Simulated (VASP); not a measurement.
# Si (P6_3/mmc) in VASP: electric field gradients with LDA

Aim: the electric field gradients of Si with LDA.

Program: VASP 6.6.1. These are calculated values, not measurements. Logs are shortened: lines on timing, memory, paths and dates and some standing lists are left out, and cuts for length are marked.

## Step 1: The cell of the first run

It takes space group P6_3/mmc (No. 194, hexagonal). Conventional cell: a = 2.444 Å, b = 2.444 Å, c = 4.152 Å, α = 90.00°, β = 90.00°, γ = 120.00°. Si (site symmetry -6m2) has 12 Si at 2.44 to 2.51 Å within 3.2 Å.

## Step 2: Electric field gradients, LDA

INCAR reads:

```
PREC = Accurate ; ENCUT = 400
EDIFF = 1E-8 ; ISMEAR = -1
SIGMA = 0.05 ; LREAL = False
LASPH = True ; NELM = 120
ALGO = Normal ; ISIF = 2
LWAVE = False ; LCHARG = False
LEFG = True ; NBANDS = 11
GGA_COMPAT = False
```

KPOINTS reads:

```
regular mesh
0
Gamma
  13 13 7
```

POSCAR reads:

```
Si
1.0
    2.4440000000      0.0000000000      0.0000000000
   -1.2220000000      2.1165660868      0.0000000000
    0.0000000000      0.0000000000      4.1520000000
Si
2
Direct
    0.3333333333      0.6666666667      0.2500000000
    0.6666666667      0.3333333333      0.7500000000
```

Potentials or basis: VASP PAW LDA potentials, release 64 (Si).

Command:

```console
$ cat potpaw_LDA.64/Si/POTCAR > POTCAR
$ mpirun -np 1 vasp_std > vasp.out
```

OUTCAR:

```text
PREC = Accurate
   ENCUT = 400
   EDIFF = 1E-8
   ISMEAR = -1
   LREAL = False
   LASPH = True
   NELM = 120
   ISIF = 2

 ion  position               nearest neighbor table
   1  0.333  0.667  0.250-   2 2.51   2 2.51   2 2.51   2 2.51   2 2.51   2 2.51
   2  0.667  0.333  0.750-   1 2.51   1 2.51   1 2.51   1 2.51   1 2.51   1 2.51

  LATTYP: Found a hexagonal cell.
 ALAT       =     2.4440000000
 C/A-ratio  =     1.6988543372

  Lattice vectors:

 A1 = (   2.4440000000,   0.0000000000,   0.0000000000)
 A2 = (  -1.2220000000,   2.1165660868,   0.0000000000)
 A3 = (   0.0000000000,   0.0000000000,   4.1520000000)

Analysis of symmetry for initial positions (statically):
=====================================================================
 Subroutine PRICEL returns:
 Original cell was already a primitive cell.

 Routine SETGRP: Setting up the symmetry group for a
 hexagonal supercell.

 Subroutine GETGRP returns: Found 24 space group operations
 (whereof 12 operations were pure point group operations)
 out of a pool of 24 trial point group operations.

The static configuration has the point symmetry D_3d.
 The point group associated with its full space group is D_6h.

Analysis of symmetry for dynamics (positions and initial velocities):
=====================================================================
 Subroutine PRICEL returns:
 Original cell was already a primitive cell.

 Routine SETGRP: Setting up the symmetry group for a
 hexagonal supercell.

 Subroutine GETGRP returns: Found 24 space group operations
 (whereof 12 operations were pure point group operations)
 out of a pool of 24 trial point group operations.

The dynamic configuration has the point symmetry D_3d.
 The point group associated with its full space group is D_6h.

 Subroutine INISYM returns: Found 24 space group operations
 (whereof 12 operations are pure point group operations),
 and found     1 'primitive' translations

----------------------------------------------------------------------------------------

                                     Primitive cell

  volume of cell :      21.4778

  direct lattice vectors                    reciprocal lattice vectors
     2.444000000  0.000000000  0.000000000     0.409165303  0.236231698  0.000000000
    -1.222000000  2.116566087  0.000000000     0.000000000  0.472463395  0.000000000
     0.000000000  0.000000000  4.152000000     0.000000000  0.000000000  0.240847784

  length of vectors
     2.444000000  2.444000000  4.152000000     0.472463395  0.472463395  0.240847784

  position of ions in fractional coordinates (direct lattice)
     0.333333333  0.666666667  0.250000000
     0.666666667  0.333333333  0.750000000

  ion indices of the primitive-cell ions
   primitive index   ion index
                 1           1
                 2           2

----------------------------------------------------------------------------------------

 KPOINTS: regular mesh

Automatic generation of k-mesh.
 Grid dimensions read from file:
 generate k-points for:   13   13    7

 Generating k-lattice:

  Cartesian coordinates                     Fractional coordinates (reciprocal lattice)
     0.031474254  0.018171669  0.000000000     0.076923077  0.000000000  0.000000000
     0.000000000  0.036343338  0.000000000     0.000000000  0.076923077  0.000000000
     0.000000000  0.000000000  0.034406826     0.000000000  0.000000000  0.142857143

  Length of vectors
     0.036343338  0.036343338  0.034406826

  Shift w.r.t. Gamma in fractional coordinates (k-lattice)
     0.000000000  0.000000000  0.000000000

 Subroutine IBZKPT returns following result:
 ===========================================

 Found     84 irreducible k-points:

 Following reciprocal coordinates:
            Coordinates               Weight
  0.000000  0.000000  0.000000      1.000000
  0.076923  0.000000  0.000000      6.000000
  0.153846  0.000000  0.000000      6.000000
  0.230769  0.000000  0.000000      6.000000
  0.307692  0.000000  0.000000      6.000000
  0.384615  0.000000  0.000000      6.000000
[... 16 lines left out ...]
  0.076923  0.000000  0.142857     12.000000
  0.153846  0.000000  0.142857     12.000000
 [... further k-points ...]
   k-points           NKPTS =     84   k-points in BZ     NKDIM =     84   number of bands    NBANDS=     11
   number of dos      NEDOS =    301   number of ions     NIONS =      2
   total plane-waves  NPLWV =   7168
   dimension x,y,z NGX =    16 NGY =   16 NGZ =   28
   dimension x,y,z NGXF=    32 NGYF=   32 NGZF=   56
   ions per type =               2
   NGX,Y,Z   is equivalent  to a cutoff of  10.88, 10.88, 11.21 a.u.
   NGXF,Y,Z  is equivalent  to a cutoff of  21.77, 21.77, 22.42 a.u.
 SYSTEM =  unknown system
   PREC   = accura    normal or accurate (medium, high low for compatibility)
   ISTART =      0    job   : 0-new  1-cont  2-samecut
   ICHARG =      2    charge: 1-file 2-atom 10-const
   ISPIN  =      1    spin polarized calculation?
   LNONCOLLINEAR =      F non collinear calculations
   LSORBIT =      F    spin-orbit coupling
   LASPH  =      T    aspherical Exc in radial PAW
   ENCUT  =  400.0 eV  29.40 Ry    5.42 a.u.   3.99  3.99  6.77*2*pi/ulx,y,z
   NELM   =    120;   NELMIN=  2; NELMDL= -5     # of ELM steps
   EDIFF  = 0.1E-07   stopping-criterion for ELM
   LREAL  =      F    real-space projection
   EDIFFG = 0.1E-06   stopping-criterion for IOM
   NSW    =      0    number of steps for IOM
   IBRION =     -1    ionic relax: 0-MD 1-quasi-New 2-CG
   NFREE  =      0    steps in history (QN), initial steepest desc. (CG)
   ISIF   =      2    stress and relaxation
   ISYM   =      2    0-nonsym 1-usesym 2-fastsym
   POTIM  = 0.5000    time-step for ionic-motion
   TEBEG  =    0.0;   TEEND  =   0.0 temperature during run
   PSTRESS=    0.0 pullay stress
   NELECT =       8.0000    total number of electrons
   NUPDOWN=      -1.0000    fix difference up-down
   EMIN   =  10.00;   EMAX   =-10.00  energy-range for DOS
   EFERMI =   0.00;   METHOD = LEGACY
   ISMEAR =    -1;   SIGMA  =   0.05  broadening in eV -4-tet -1-fermi 0-gaus
   EFERMI_NEDOS =   21; number of points for ismear=-14 and -15
   IALGO  =     38    algorithm
   IMIX   =      4    mixing-type and parameters
     AMIX     =   0.40;   BMIX     =  1.00
     AMIX_MAG =   1.60;   BMIX_MAG =  1.00
  volume/ion in A,a.u.               =      10.74        72.47
  Fermi-wavevector in a.u.,A,eV,Ry     =   1.177899  2.225906 18.877348  1.387446
  Thomas-Fermi vector in A             =   2.314237
   LORBIT       =      0    0 simple, 1 ext, 2 COOP (PROOUT), +10 PAW based schemes
   GGA     = CA    functional components
   LHFCALC =     F    Hartree Fock is set to
   AEXX    =    0.0000 exact exchange contribution
   IVDW    =     0    specifies the selected vdW correction
   LEPSILON=     F    determine dielectric tensor
   LRPA    =     F    only Hartree local field effects (RPA)
 non-spin polarized calculation
  energy-cutoff  :      400.00
  volume of cell :       21.48
 maximum number of plane-waves:       399
 NGX is ok and might be reduce to    16
   NGX =  7   NGY =  7   NGZ = 13

 number of electron       7.9999999 magnetization

 Free energy of the ion-electron system (eV)
  ---------------------------------------------------
  ext. energy  EPLUGINS =         0.00000000
  ---------------------------------------------------
  free energy    TOTEN  =       -10.42379950 eV

  energy without entropy =      -10.41796722  energy(sigma->0) =      -10.42088336

 E-fermi :  14.5637     XC(G=0): -12.5064

 val. band max:       14.5603936147   @ k =   0.2308   0.2308   0.4286
 cond. band min:      14.6514995704   @ k =   0.1538   0.0769   0.4286
 fundamental gap:      0.0911059557
 Fermi energy:        14.5636924377

 k-point     1 :       0.0000    0.0000    0.0000
  band No.  band energies     occupation
      1      -2.8337      2.00000
      2       5.3704      2.00000
      3       5.3749      2.00000
      4      25.9240      0.00000
      5      25.9240      0.00000
      6      26.3746      0.00000
      7      26.3811      0.00000
      8      26.3811      0.00000
      9      28.3784      0.00000
     10      30.8071      0.00000
     11      31.7660      0.00000
[... 309 lines left out ...]
 k-point    24 :       0.1538    0.0000    0.1429
  band No.  band energies     occupation
      1      -1.9000      2.00000
      2       3.9661      2.00000
      3       8.5229      2.00000
      4      19.2684      0.00000
      5      22.7616      0.00000
      6      23.8379      0.00000
      7      24.3007      0.00000
      8      26.2347      0.00000
      9      27.6623      0.00000
     10      28.5539      0.00000
     11      31.0035      0.00000

 [... further k-points ...]
[... 5 lines left out ...]
  --------------------------------------------------------------------------------------
  -------------------------------------------------------------------------------------
  Total        5.7728196      5.7728196      5.6436833      0.0000000      0.0000000      0.0000000
  in kB      430.6338706    430.6338706    421.0007155      0.0000000      0.0000000      0.0000000
  external PRESSURE =     427.4228189 kB  Pullay stress =       0.0000000 kB

 VOLUME and BASIS-vectors are now :
 -----------------------------------------------------------------------------
  energy-cutoff  :      400.00
  volume of cell :       21.48
      direct lattice vectors                 reciprocal lattice vectors
     2.444000000  0.000000000  0.000000000     0.409165303  0.236231698  0.000000000
    -1.222000000  2.116566087  0.000000000     0.000000000  0.472463395  0.000000000
     0.000000000  0.000000000  4.152000000     0.000000000  0.000000000  0.240847784

 POSITION                                       TOTAL-FORCE (eV/Angst)
 -----------------------------------------------------------------------------------
     -0.00000      1.41104      1.03800        -0.000000      0.000000      0.000000
      1.22200      0.70552      3.11400         0.000000     -0.000000      0.000000
 -----------------------------------------------------------------------------------
    total drift:                               -0.000000     -0.000000     -0.000000

  FREE ENERGIE OF THE ION-ELECTRON SYSTEM (eV)
  ---------------------------------------------------
  free  energy   TOTEN  =       -10.4237994962 eV

  energy  without entropy=      -10.4179672220  energy(sigma->0) =      -10.42088336

 Electric field gradients (V/A^2)
---------------------------------------------------------------------
 ion       V_xx      V_yy      V_zz      V_xy      V_xz      V_yz
---------------------------------------------------------------------
   1      -1.939    -1.938     3.877     0.000     0.000    -0.000
   2      -1.939    -1.938     3.877     0.000    -0.000     0.000
---------------------------------------------------------------------

 Electric field gradients after diagonalization (V/A^2)
 (convention: |V_zz| > |V_xx| > |V_yy|)
----------------------------------------------------------------------
 ion       V_xx      V_yy      V_zz     asymmetry (V_yy - V_xx)/ V_zz
----------------------------------------------------------------------
   1      -1.939    -1.938     3.877       0.000
   2      -1.939    -1.938     3.877       0.000
----------------------------------------------------------------------

           NMR quadrupolar parameters

 Cq : quadrupolar parameter    Cq=e*Q*V_zz/h
 eta: asymmetry parameters     (V_yy - V_xx)/ V_zz
 Q  : nuclear electric quadrupole moment in mb (millibarn)
----------------------------------------------------------------------
 ion       Cq(MHz)       eta       Q (mb)
----------------------------------------------------------------------
   1       0.009       0.000       1.000
   2       0.009       0.000       1.000
----------------------------------------------------------------------
```

Run time: 7.5 s. Hardware: 1 thread of Intel Xeon Platinum 8488C (Sapphire Rapids), shared host; peak memory 0.11 GiB.

Results:

| Quantity | Value |
| --- | --- |
| Free energy | -10.4238 eV |
| Pressure | 42.7 GPa |
| Band gap on the k mesh | zero (band 4 reaches 25.92 eV, above the bottom of band 5 at 11.41 eV) |

Stress tensor (GPa, compression positive):
```
43.06  0.00  0.00
 0.00 43.06  0.00
 0.00  0.00 42.10
```

Electric field gradients, principal values (V/Å²):
| atom | least | middle | greatest (by size) |
| --- | --- | --- | --- |
| 1 Si | -1.938 | -1.939 | 3.877 |
| 2 Si | -1.938 | -1.939 | 3.877 |

Caveat: without QUAD_EFG the Cq values of the log hold for a quadrupole moment of 1 mb, not for the nuclei.
